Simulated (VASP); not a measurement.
# Cd (Fd-3m) in VASP: a series of runs, part 2 of 2

VASP 6.6.1. Earlier steps stand in the parts before.

## (5) Relaxation of cell and atoms, PBE, target pressure 20 GPa, at which the enthalpy is minimised

INCAR

```
SYSTEM = Cd
PREC = Accurate ; ENCUT = 500
EDIFF = 1E-7 ; ISMEAR = -1
SIGMA = 0.1 ; LREAL = .FALSE.
LASPH = .TRUE. ; NELM = 120
ALGO = Normal ; ISIF = 3
LWAVE = .FALSE. ; LCHARG = .FALSE.
GGA = PE ; IBRION = 2
NSW = 60 ; EDIFFG = -0.03
PSTRESS = 200.0 ; GGA_COMPAT = .FALSE.
NELMIN = 4
```

KPOINTS

```
regular mesh
0
G
  12 12 12
  0 0 0
```

POSCAR

```
Cd
1.0
    0.0000000000      3.0400000000      3.0400000000
    3.0400000000      0.0000000000      3.0400000000
    3.0400000000      3.0400000000      0.0000000000
Cd
2
Direct
    1.0000000000      1.0000000000      1.0000000000
    0.2500000000      0.2500000000      0.2500000000
```

Potentials or basis: VASP PAW PBE potentials, release 64 (Cd).

Launch:

```sh
$ cat potpaw_PBE.64/Cd/POTCAR > POTCAR
$ mpirun -np 1 vasp_std > vasp.out
```

OUTCAR:

```text
SYSTEM = Cd
   PREC = Accurate
   ENCUT = 500
   EDIFF = 1E-7
   ISMEAR = -1
   LREAL = .FALSE.
   LASPH = .TRUE.
   NELM = 120
   ISIF = 3
   GGA = PE
   IBRION = 2
   NSW = 60
   EDIFFG = -0.03
   PSTRESS = 200.0
   NELMIN = 4

 ion  position               nearest neighbor table
   1  0.000  0.000  0.000-   2 2.63   2 2.63   2 2.63   2 2.63
   2  0.250  0.250  0.250-   1 2.63   1 2.63   1 2.63   1 2.63

  LATTYP: Found a face centered cubic cell.
 ALAT       =     6.0800000000

  Lattice vectors:

 A1 = (   0.0000000000,   3.0400000000,   3.0400000000)
 A2 = (   3.0400000000,   0.0000000000,   3.0400000000)
 A3 = (   3.0400000000,   3.0400000000,   0.0000000000)

Analysis of symmetry for initial positions (statically):
=====================================================================
 Subroutine PRICEL returns:
 Original cell was already a primitive cell.

 Routine SETGRP: Setting up the symmetry group for a
 face centered cubic supercell.

 Subroutine GETGRP returns: Found 48 space group operations
 (whereof 24 operations were pure point group operations)
 out of a pool of 48 trial point group operations.

The static configuration has the point symmetry T_d .
 The point group associated with its full space group is O_h .

Analysis of symmetry for dynamics (positions and initial velocities):
=====================================================================
 Subroutine PRICEL returns:
 Original cell was already a primitive cell.

 Routine SETGRP: Setting up the symmetry group for a
 face centered cubic supercell.

 Subroutine GETGRP returns: Found 48 space group operations
 (whereof 24 operations were pure point group operations)
 out of a pool of 48 trial point group operations.

The dynamic configuration has the point symmetry T_d .
 The point group associated with its full space group is O_h .

 Subroutine INISYM returns: Found 48 space group operations
 (whereof 24 operations are pure point group operations),
 and found     1 'primitive' translations

----------------------------------------------------------------------------------------

                                     Primitive cell

  volume of cell :      56.1889

  direct lattice vectors                    reciprocal lattice vectors
     0.000000000  3.040000000  3.040000000    -0.164473684  0.164473684  0.164473684
     3.040000000  0.000000000  3.040000000     0.164473684 -0.164473684  0.164473684
     3.040000000  3.040000000  0.000000000     0.164473684  0.164473684 -0.164473684

  length of vectors
     4.299209230  4.299209230  4.299209230     0.284876778  0.284876778  0.284876778

  position of ions in fractional coordinates (direct lattice)
     0.000000000  0.000000000  0.000000000
     0.250000000  0.250000000  0.250000000

  ion indices of the primitive-cell ions
   primitive index   ion index
                 1           1
                 2           2

----------------------------------------------------------------------------------------

 KPOINTS: regular mesh

Automatic generation of k-mesh.
 Grid dimensions read from file:
 generate k-points for:   12   12   12

 Generating k-lattice:

  Cartesian coordinates                     Fractional coordinates (reciprocal lattice)
    -0.013706140  0.013706140  0.013706140     0.083333333  0.000000000  0.000000000
     0.013706140 -0.013706140  0.013706140     0.000000000  0.083333333  0.000000000
     0.013706140  0.013706140 -0.013706140     0.000000000  0.000000000  0.083333333

  Length of vectors
     0.023739731  0.023739731  0.023739731

  Shift w.r.t. Gamma in fractional coordinates (k-lattice)
     0.000000000  0.000000000  0.000000000

 Subroutine IBZKPT returns following result:
 ===========================================

 Found     72 irreducible k-points:

 Following reciprocal coordinates:
            Coordinates               Weight
  0.000000  0.000000  0.000000      1.000000
  0.083333  0.000000  0.000000      8.000000
  0.166667  0.000000  0.000000      8.000000
  0.250000  0.000000  0.000000      8.000000
  0.333333  0.000000  0.000000      8.000000
  0.416667  0.000000  0.000000      8.000000
[... 16 lines left out ...]
  0.500000  0.166667  0.000000     24.000000
 -0.416667  0.166667  0.000000     24.000000
 [... further k-points ...]
   k-points           NKPTS =     72   k-points in BZ     NKDIM =     72   number of bands    NBANDS=     16
   number of dos      NEDOS =    301   number of ions     NIONS =      2
   total plane-waves  NPLWV =  32768
   dimension x,y,z NGX =    32 NGY =   32 NGZ =   32
   dimension x,y,z NGXF=    64 NGYF=   64 NGZF=   64
   ions per type =               2
   NGX,Y,Z   is equivalent  to a cutoff of  12.37, 12.37, 12.37 a.u.
   NGXF,Y,Z  is equivalent  to a cutoff of  24.75, 24.75, 24.75 a.u.
 SYSTEM =  Cd
   PREC   = accura    normal or accurate (medium, high low for compatibility)
   ISTART =      0    job   : 0-new  1-cont  2-samecut
   ICHARG =      2    charge: 1-file 2-atom 10-const
   ISPIN  =      1    spin polarized calculation?
   LNONCOLLINEAR =      F non collinear calculations
   LSORBIT =      F    spin-orbit coupling
   LASPH  =      T    aspherical Exc in radial PAW
   ENCUT  =  500.0 eV  36.75 Ry    6.06 a.u.   7.84  7.84  7.84*2*pi/ulx,y,z
   NELM   =    120;   NELMIN=  4; NELMDL= -5     # of ELM steps
   EDIFF  = 0.1E-06   stopping-criterion for ELM
   LREAL  =      F    real-space projection
   EDIFFG = -.3E-01   stopping-criterion for IOM
   NSW    =     60    number of steps for IOM
   IBRION =      2    ionic relax: 0-MD 1-quasi-New 2-CG
   NFREE  =      1    steps in history (QN), initial steepest desc. (CG)
   ISIF   =      3    stress and relaxation
   ISYM   =      2    0-nonsym 1-usesym 2-fastsym
   POTIM  = 0.5000    time-step for ionic-motion
   TEBEG  =    0.0;   TEEND  =   0.0 temperature during run
   PSTRESS=  200.0 pullay stress
   NELECT =      24.0000    total number of electrons
   NUPDOWN=      -1.0000    fix difference up-down
   EMIN   =  10.00;   EMAX   =-10.00  energy-range for DOS
   EFERMI =   0.00;   METHOD = LEGACY
   ISMEAR =    -1;   SIGMA  =   0.10  broadening in eV -4-tet -1-fermi 0-gaus
   EFERMI_NEDOS =   21; number of points for ismear=-14 and -15
   IALGO  =     38    algorithm
   IMIX   =      4    mixing-type and parameters
     AMIX     =   0.40;   BMIX     =  1.00
     AMIX_MAG =   1.60;   BMIX_MAG =  1.00
  volume/ion in A,a.u.               =      28.09       189.59
  Fermi-wavevector in a.u.,A,eV,Ry     =   1.232901  2.329846 20.681478  1.520046
  Thomas-Fermi vector in A             =   2.367653
   LORBIT       =      0    0 simple, 1 ext, 2 COOP (PROOUT), +10 PAW based schemes
   GGA     = PE    functional components
   LHFCALC =     F    Hartree Fock is set to
   AEXX    =    0.0000 exact exchange contribution
   IVDW    =     0    specifies the selected vdW correction
   LEPSILON=     F    determine dielectric tensor
   LRPA    =     F    only Hartree local field effects (RPA)
 conjugate gradient relaxation of ions
 non-spin polarized calculation
  energy-cutoff  :      500.00
  volume of cell :       56.19
 maximum number of plane-waves:      1458
   NGX = 15   NGY = 15   NGZ = 15

--------------------------------------- Ionic step        1  -------------------------------------------

 number of electron      24.0000000 magnetization

 Free energy of the ion-electron system (eV)
  ---------------------------------------------------
  ext. energy  EPLUGINS =         0.00000000
  ---------------------------------------------------
  free energy    TOTEN  =        -0.40836012 eV

  energy without entropy =       -0.37430065  energy(sigma->0) =       -0.39133038

------------------------ aborting loop because EDIFF is reached ----------------------------------------

  FORCE on cell =-STRESS in cart. coord.  units (eV):
  Direction    XX          YY          ZZ          XY          YZ          ZX
  --------------------------------------------------------------------------------------
  -------------------------------------------------------------------------------------
  Total        3.6523206      3.6523206      3.6523206     -0.0000000      0.0000000      0.0000000
  in kB      104.1426750    104.1426750    104.1426750     -0.0000000      0.0000000      0.0000000
  external PRESSURE =     -95.8573250 kB  Pullay stress =     200.0000000 kB
[... 25 lines left out ...]
--------------------------------------- Ionic step        2  -------------------------------------------

 number of electron      24.0000007 magnetization

 E-fermi :   2.8144     XC(G=0): -10.7145

 val. band max:        2.8057112329   @ k =  -0.4167   0.3333   0.1667
 cond. band min:       2.8162447783   @ k =  -0.3333   0.3333   0.1667
 fundamental gap:      0.0105335454
 Fermi energy:         2.8144422107

 k-point     1 :       0.0000    0.0000    0.0000
  band No.  band energies     occupation
      1      -7.8928      2.00000
      2      -7.8928      2.00000
      3      -7.8928      2.00000
      4      -7.8594      2.00000
      5      -7.8594      2.00000
      6      -6.2183      2.00000
[... 522 lines left out ...]
--------------------------------------- Ionic step        4  -------------------------------------------

 number of electron      24.0000013 magnetization

 Free energy of the ion-electron system (eV)
  ---------------------------------------------------
  ext. energy  EPLUGINS =         0.00000000
  ---------------------------------------------------
  free energy    TOTEN  =         0.14804182 eV

  energy without entropy =        0.17976948  energy(sigma->0) =        0.16390565

 E-fermi :   1.8786     XC(G=0):  -9.9928

 val. band max:        1.8709227624   @ k =  -0.4167   0.3333   0.1667
 cond. band min:       1.9595102563   @ k =   0.4167   0.3333   0.0833
 fundamental gap:      0.0885874939
 Fermi energy:         1.8785982787

 k-point     1 :       0.0000    0.0000    0.0000
  band No.  band energies     occupation
      1      -8.2200      2.00000
      2      -8.2200      2.00000
      3      -8.2200      2.00000
      4      -8.1642      2.00000
      5      -8.1642      2.00000
      6      -6.8288      2.00000
[... 480 lines left out ...]
  energy  without entropy=        0.1797694788  energy(sigma->0) =        0.16390565

  enthalpy is  TOTEN    =         6.4056360714 eV   P V=        6.2575942531

 reached required accuracy - stopping structural energy minimisation
```

OSZICAR:

```text
N       E                     dE             d eps       ncg     rms          rms(c)
DAV:   1     0.162501654646E+03    0.16250E+03   -0.12898E+04  2328   0.140E+03
DAV:   2     0.302543408013E+01   -0.15948E+03   -0.15642E+03  2376   0.360E+02
DAV:   3    -0.507340738764E+00   -0.35328E+01   -0.35289E+01  2744   0.642E+01
DAV:   4    -0.513082583514E+00   -0.57418E-02   -0.57418E-02  2568   0.242E+00
[... 37 lines left out ...]
DAV:   4     0.148042337564E+00    0.19075E-04   -0.34453E-05  2448   0.567E-02    0.768E-03
DAV:   5     0.148042344672E+00    0.71077E-08   -0.11578E-06  2560   0.119E-02    0.446E-03
DAV:   6     0.148041961264E+00   -0.38341E-06   -0.26474E-07  1920   0.457E-03    0.159E-03
DAV:   7     0.148041779208E+00   -0.18206E-06   -0.38034E-08  1168   0.259E-03    0.206E-04
DAV:   8     0.148041818256E+00    0.39048E-07   -0.53101E-09  1152   0.679E-04
   4 F= 0.64056361E+01 E0= 0.64214999E+01  d E =-.200075E+00
```

It took 53 s on 1 thread of Intel Xeon 6975P-C (Granite Rapids), shared host; peak memory 0.22 GiB.

Results:

```
Free energy                                                : 0.1480 eV
Relaxed volume                                             : 25.06 Å³/atom
Relaxed cell                                               : a = 4.139 Å, b = 4.139 Å, c = 4.139 Å, α = 60.00°, β = 60.00°, γ = 60.00°
Space group after relaxing (to 0.1 Å)                      : Fd-3m (No. 227)
Energy change on relaxing (the run minimises the enthalpy) : +278.2 meV/atom
Ionic steps                                                : 4
Pressure after relaxing                                    : 19.9 GPa
Band gap on the k mesh                                     : zero (bands 12 and 13 overlap by 7.28 eV)
```

The path:
```tsv
step	energy change (eV)	largest force (eV/Å)	pressure (GPa)	volume (Å³)
1	0.0000	0.0000	10.41	56.19
2	1.7238	0.0000	39.64	43.60
3	0.5380	0.0000	19.63	50.28
4	0.5564	0.0000	19.95	50.13
```

Final structure:
```
Cd
1.0
     0.00000    2.92653    2.92653
     2.92653    0.00000    2.92653
     2.92653    2.92653    0.00000
Cd
2
Direct
  0.00000 0.00000 0.00000
  0.25000 0.25000 0.25000
```

Caveat: the cell is relaxed towards a set pressure, so the run minimises the enthalpy, not the energy.

## (6) The runs side by side

| cell | gap on the mesh (eV) | pressure (GPa) |
| --- | --- | --- |
| relaxed | none | -0.1 |
| relaxed to 5 GPa | none | 5.0 |
| relaxed to 10 GPa | none | 10.0 |
| relaxed to 20 GPa | none | 19.9 |

Alike in all rows: task relaxation of cell and atoms; level PBE; potentials or basis VASP PAW PBE potentials, release 64 (Cd); no spin polarisation; k mesh 12 × 12 × 12; cutoff (eV) 500; smearing fermi-dirac 0.1 eV.

Caveats: the cell is relaxed towards a set pressure, so the run minimises the enthalpy, not the energy (at least some runs); the volume moved by over 15 % at a fixed basis, so the end points are rough (at least some runs).

Absolute energies hang on the potentials; compare differences alone.

The gap in the log of VASP goes by the Fermi energy; the results here count the filled bands.